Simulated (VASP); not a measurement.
# HgTe (zinc blende type) in VASP: notebook

The runs below take HgTe (zinc blende type) through single point, with PBE.

Program: VASP 6.6.1. These are calculated values, not measurements. Logs are shortened: lines on timing, memory, paths and dates and some standing lists are left out, and cuts for length are marked.

### Step 1. The cell of the first run

It takes space group Imm2 (No. 44, orthorhombic). The conventional cell has a = 4.709 Å, b = 4.709 Å, c = 6.660 Å, α = 90.00°, β = 90.00°, γ = 90.00°. Hg (site symmetry mm2) has 4 Te at 2.87 to 2.90 Å within 3.8 Å. Within 3.8 Å of Te (site symmetry mm2) lie 4 Hg at 2.87 to 2.90 Å.

### Step 2. Single point, PBE

The input, INCAR:

```
PREC     = Accurate       # precision mode
ENCUT    = 520            # plane-wave cutoff, eV
EDIFF    = 1E-6           # SCF threshold, eV
ISMEAR   = -1             # smearing method
SIGMA    = 0.1            # smearing width, eV
LREAL    = F              # projectors in reciprocal space
LASPH    = T              # aspherical terms in the spheres
NELM     = 80             # most SCF steps
ALGO     = Normal         # electronic algorithm
ISIF     = 2              # what is computed and relaxed
LWAVE    = F              # write WAVECAR
LCHARG   = F              # write CHGCAR
GGA      = PE             # functional
NBANDS   = 16             # bands
```

The input, KPOINTS:

```
Automatic mesh
0
Gamma
  8 8 8
```

The input, POSCAR:

```
HgTe
1.0
    0.0000000000      3.3300000000      3.3300000000
    3.3300000000      0.0000000000      3.3300000000
    3.3300000000      3.3300000000      0.0000000000
Hg Te
1 1
Direct
   -0.0030030030      0.0030030030      0.0030030030
    0.2500000000      0.2500000000      0.2500000000
```

Potentials or basis: VASP PAW PBE potentials, release 64 (Hg, Te).

Launch:

```console
$ cat potpaw_PBE.64/Hg/POTCAR potpaw_PBE.64/Te/POTCAR > POTCAR
$ mpirun -np 1 vasp_std > vasp.out
```

OUTCAR:

```text
PREC = Accurate
   ENCUT = 520
   EDIFF = 1E-6
   ISMEAR = -1
   LREAL = F
   LASPH = T
   NELM = 80
   ISIF = 2
   GGA = PE

 ion  position               nearest neighbor table
   1  0.997  0.003  0.003-   2 2.87   2 2.87   2 2.90   2 2.90
   2  0.250  0.250  0.250-   1 2.87   1 2.87   1 2.90   1 2.90

  LATTYP: Found a face centered cubic cell.
 ALAT       =     6.6600000000

  Lattice vectors:

 A1 = (   0.0000000000,   3.3300000000,   3.3300000000)
 A2 = (   3.3300000000,   0.0000000000,   3.3300000000)
 A3 = (   3.3300000000,   3.3300000000,   0.0000000000)

Analysis of symmetry for initial positions (statically):
=====================================================================
 Subroutine PRICEL returns:
 Original cell was already a primitive cell.

 Routine SETGRP: Setting up the symmetry group for a
 face centered cubic supercell.

 Subroutine GETGRP returns: Found  4 space group operations
 (whereof  4 operations were pure point group operations)
 out of a pool of 48 trial point group operations.

The static configuration has the point symmetry C_2v.

Analysis of symmetry for dynamics (positions and initial velocities):
=====================================================================
 Subroutine PRICEL returns:
 Original cell was already a primitive cell.

 Routine SETGRP: Setting up the symmetry group for a
 face centered cubic supercell.

 Subroutine GETGRP returns: Found  4 space group operations
 (whereof  4 operations were pure point group operations)
 out of a pool of 48 trial point group operations.

The dynamic configuration has the point symmetry C_2v.

 Subroutine INISYM returns: Found  4 space group operations
 (whereof  4 operations are pure point group operations),
 and found     1 'primitive' translations

----------------------------------------------------------------------------------------

                                     Primitive cell

  volume of cell :      73.8521

  direct lattice vectors                    reciprocal lattice vectors
     0.000000000  3.330000000  3.330000000    -0.150150150  0.150150150  0.150150150
     3.330000000  0.000000000  3.330000000     0.150150150 -0.150150150  0.150150150
     3.330000000  3.330000000  0.000000000     0.150150150  0.150150150 -0.150150150

  length of vectors
     4.709331163  4.709331163  4.709331163     0.260067689  0.260067689  0.260067689

  position of ions in fractional coordinates (direct lattice)
     0.996996997  0.003003003  0.003003003
     0.250000000  0.250000000  0.250000000

  ion indices of the primitive-cell ions
   primitive index   ion index
                 1           1
                 2           2

----------------------------------------------------------------------------------------

 KPOINTS: Automatic mesh

Automatic generation of k-mesh.
 Grid dimensions read from file:
 generate k-points for:    8    8    8

 Generating k-lattice:

  Cartesian coordinates                     Fractional coordinates (reciprocal lattice)
    -0.018768769  0.018768769  0.018768769     0.125000000  0.000000000  0.000000000
     0.018768769 -0.018768769  0.018768769     0.000000000  0.125000000  0.000000000
     0.018768769  0.018768769 -0.018768769     0.000000000  0.000000000  0.125000000

  Length of vectors
     0.032508461  0.032508461  0.032508461

  Shift w.r.t. Gamma in fractional coordinates (k-lattice)
     0.000000000  0.000000000  0.000000000

 Subroutine IBZKPT returns following result:
 ===========================================

 Found     95 irreducible k-points:

 Following reciprocal coordinates:
            Coordinates               Weight
  0.000000  0.000000  0.000000      1.000000
  0.125000  0.000000  0.000000      4.000000
  0.000000  0.125000  0.000000      4.000000
  0.250000  0.000000  0.000000      4.000000
  0.000000  0.250000  0.000000      4.000000
  0.375000  0.000000  0.000000      4.000000
[... 16 lines left out ...]
  0.375000 -0.125000 -0.125000      4.000000
 -0.375000  0.125000  0.000000      8.000000
 [... further k-points ...]
   k-points           NKPTS =     95   k-points in BZ     NKDIM =     95   number of bands    NBANDS=     16
   number of dos      NEDOS =    301   number of ions     NIONS =      2
   total plane-waves  NPLWV =  46656
   dimension x,y,z NGX =    36 NGY =   36 NGZ =   36
   dimension x,y,z NGXF=    72 NGYF=   72 NGZF=   72
   ions per type =               1   1
   NGX,Y,Z   is equivalent  to a cutoff of  12.71, 12.71, 12.71 a.u.
   NGXF,Y,Z  is equivalent  to a cutoff of  25.42, 25.42, 25.42 a.u.
 SYSTEM =  unknown system
   PREC   = accura    normal or accurate (medium, high low for compatibility)
   ISTART =      0    job   : 0-new  1-cont  2-samecut
   ICHARG =      2    charge: 1-file 2-atom 10-const
   ISPIN  =      1    spin polarized calculation?
   LNONCOLLINEAR =      F non collinear calculations
   LSORBIT =      F    spin-orbit coupling
   LASPH  =      T    aspherical Exc in radial PAW
   ENCUT  =  520.0 eV  38.22 Ry    6.18 a.u.   8.76  8.76  8.76*2*pi/ulx,y,z
   NELM   =     80;   NELMIN=  2; NELMDL= -5     # of ELM steps
   EDIFF  = 0.1E-05   stopping-criterion for ELM
   LREAL  =      F    real-space projection
   EDIFFG = 0.1E-04   stopping-criterion for IOM
   NSW    =      0    number of steps for IOM
   IBRION =     -1    ionic relax: 0-MD 1-quasi-New 2-CG
   NFREE  =      0    steps in history (QN), initial steepest desc. (CG)
   ISIF   =      2    stress and relaxation
   ISYM   =      2    0-nonsym 1-usesym 2-fastsym
   POTIM  = 0.5000    time-step for ionic-motion
   TEBEG  =    0.0;   TEEND  =   0.0 temperature during run
   PSTRESS=    0.0 pullay stress
   NELECT =      18.0000    total number of electrons
   NUPDOWN=      -1.0000    fix difference up-down
   EMIN   =  10.00;   EMAX   =-10.00  energy-range for DOS
   EFERMI =   0.00;   METHOD = LEGACY
   ISMEAR =    -1;   SIGMA  =   0.10  broadening in eV -4-tet -1-fermi 0-gaus
   EFERMI_NEDOS =   21; number of points for ismear=-14 and -15
   IALGO  =     38    algorithm
   IMIX   =      4    mixing-type and parameters
     AMIX     =   0.40;   BMIX     =  1.00
     AMIX_MAG =   1.60;   BMIX_MAG =  1.00
  volume/ion in A,a.u.               =      36.93       249.19
  Fermi-wavevector in a.u.,A,eV,Ry     =   1.022613  1.932459 14.228129  1.045738
  Thomas-Fermi vector in A             =   2.156302
   LORBIT       =      0    0 simple, 1 ext, 2 COOP (PROOUT), +10 PAW based schemes
   GGA     = PE    functional components
   LHFCALC =     F    Hartree Fock is set to
   AEXX    =    0.0000 exact exchange contribution
   IVDW    =     0    specifies the selected vdW correction
   LEPSILON=     F    determine dielectric tensor
   LRPA    =     F    only Hartree local field effects (RPA)
 non-spin polarized calculation
  energy-cutoff  :      520.00
  volume of cell :       73.85
 maximum number of plane-waves:      2012
   NGX = 17   NGY = 17   NGZ = 17

 number of electron      17.9999999 magnetization

 Free energy of the ion-electron system (eV)
  ---------------------------------------------------
  ext. energy  EPLUGINS =         0.00000000
  ---------------------------------------------------
  free energy    TOTEN  =        -3.65058940 eV

  energy without entropy =       -3.64790691  energy(sigma->0) =       -3.64924816

 E-fermi :   2.3861     XC(G=0):  -8.3391

 val. band max:        2.2052988976   @ k =   0.0000   0.0000   0.0000
 cond. band min:       2.7485695297   @ k =   0.0000   0.1250   0.0000
 fundamental gap:      0.5432706321
 Fermi energy:         2.3860993090

 k-point     1 :       0.0000    0.0000    0.0000
  band No.  band energies     occupation
      1      -9.1928      2.00000
      2      -4.6909      2.00000
      3      -4.6767      2.00000
      4      -4.6622      2.00000
      5      -4.2491      2.00000
      6      -4.2487      2.00000
[... 8 lines left out ...]
     15      11.6153      0.00000
     16      11.6182      0.00000

 k-point     2 :       0.1250    0.0000    0.0000
  band No.  band energies     occupation
      1      -9.1288      2.00000
      2      -4.6674      2.00000
      3      -4.6517      2.00000
      4      -4.6449      2.00000
      5      -4.2506      2.00000
      6      -4.2505      2.00000
[... 8 lines left out ...]
     15      10.9209      0.00000
     16      10.9225      0.00000

 k-point     3 :       0.0000    0.1250    0.0000
  band No.  band energies     occupation
      1      -9.1299      2.00000
      2      -4.6735      2.00000
      3      -4.6581      2.00000
      4      -4.6342      2.00000
      5      -4.2504      2.00000
      6      -4.2496      2.00000
[... 8 lines left out ...]
     15      10.9264      0.00000
     16      10.9295      0.00000

 k-point     4 :       0.2500    0.0000    0.0000
  band No.  band energies     occupation
      1      -8.9675      2.00000
      2      -4.6215      2.00000
      3      -4.6064      2.00000
      4      -4.5335      2.00000
      5      -4.2509      2.00000
      6      -4.2492      2.00000
[... 8 lines left out ...]
     15      10.6850      0.00000
     16      10.6971      0.00000

 k-point     5 :       0.0000    0.2500    0.0000
  band No.  band energies     occupation
      1      -8.9715      2.00000
      2      -4.6341      2.00000
      3      -4.6204      2.00000
      4      -4.5130      2.00000
      5      -4.2494      2.00000
      6      -4.2469      2.00000
[... 8 lines left out ...]
     15      10.6960      0.00000
     16      10.7073      0.00000

 k-point     6 :       0.3750    0.0000    0.0000
  band No.  band energies     occupation
      1      -8.7962      2.00000
      2      -4.5847      2.00000
      3      -4.5744      2.00000
      4      -4.2628      2.00000
      5      -4.2418      2.00000
      6      -4.2389      2.00000
[... 8 lines left out ...]
     15      11.2998      0.00000
     16      11.3262      0.00000
[... 267 lines left out ...]
 k-point    21 :       0.0000    0.5000    0.1250
  band No.  band energies     occupation
      1      -8.7083      2.00000
      2      -4.5703      2.00000
      3      -4.5639      2.00000
      4      -4.2560      2.00000
      5      -4.2309      2.00000
      6      -4.0050      2.00000
[... 8 lines left out ...]
     15      11.6284      0.00000
     16      12.1662      0.00000

 k-point    22 :       0.1250    0.0000    0.5000
  band No.  band energies     occupation
      1      -8.7082      2.00000
      2      -4.5773      2.00000
      3      -4.5561      2.00000
      4      -4.2622      2.00000
      5      -4.2272      2.00000
      6      -4.0043      2.00000
[... 8 lines left out ...]
     15      11.6113      0.00000
     16      12.1960      0.00000

 k-point    23 :       0.3750   -0.1250   -0.1250
  band No.  band energies     occupation
      1      -8.7006      2.00000
      2      -4.5639      2.00000
      3      -4.5381      2.00000
      4      -4.2672      2.00000
      5      -4.2291      2.00000
      6      -4.0168      2.00000
[... 8 lines left out ...]
     15      11.5877      0.00000
     16      12.2011      0.00000

 k-point    24 :      -0.3750    0.1250    0.0000
  band No.  band energies     occupation
      1      -8.7258      2.00000
      2      -4.5621      2.00000
      3      -4.5527      2.00000
      4      -4.2548      2.00000
      5      -4.2471      2.00000
      6      -4.1040      2.00000
[... 8 lines left out ...]
     15      11.0424      0.00000
     16      12.0930      0.00000

 [... further k-points ...]
[... 5 lines left out ...]
  --------------------------------------------------------------------------------------
  -------------------------------------------------------------------------------------
  Total       -0.0367320     -0.0348458     -0.0348458      0.0000000      0.0688020      0.0000000
  in kB       -0.7968785     -0.7559591     -0.7559591      0.0000000      1.4926183      0.0000000
  external PRESSURE =      -0.7695989 kB  Pullay stress =       0.0000000 kB

 VOLUME and BASIS-vectors are now :
 -----------------------------------------------------------------------------
  energy-cutoff  :      520.00
  volume of cell :       73.85
      direct lattice vectors                 reciprocal lattice vectors
     0.000000000  3.330000000  3.330000000    -0.150150150  0.150150150  0.150150150
     3.330000000  0.000000000  3.330000000     0.150150150 -0.150150150  0.150150150
     3.330000000  3.330000000  0.000000000     0.150150150  0.150150150 -0.150150150

 POSITION                                       TOTAL-FORCE (eV/Angst)
 -----------------------------------------------------------------------------------
      0.02000      3.33000      3.33000        -0.053281      0.000000      0.000000
      1.66500      1.66500      1.66500         0.053281      0.000000      0.000000
 -----------------------------------------------------------------------------------
    total drift:                                0.000178     -0.000000     -0.000000

  FREE ENERGIE OF THE ION-ELECTRON SYSTEM (eV)
  ---------------------------------------------------
  free  energy   TOTEN  =        -3.6505894043 eV

  energy  without entropy=       -3.6479069062  energy(sigma->0) =       -3.64924816
```

Wall time 61 s (1 thread of AMD EPYC 9R45 (Zen 5), shared host); peak memory 0.25 GiB.

What came out:

```
Free energy   : -3.6506 eV
Pressure      : -0.1 GPa
Largest force : 0.053 eV/Å
```

Forces in eV/Å, atoms in the order of the input:
```
Hg  -0.053  0.000  0.000
Te   0.053  0.000  0.000
```

Caveat: spin-orbit coupling is left out, which moves the levels of the heavy elements.

(Continued in part 2 of 2.)
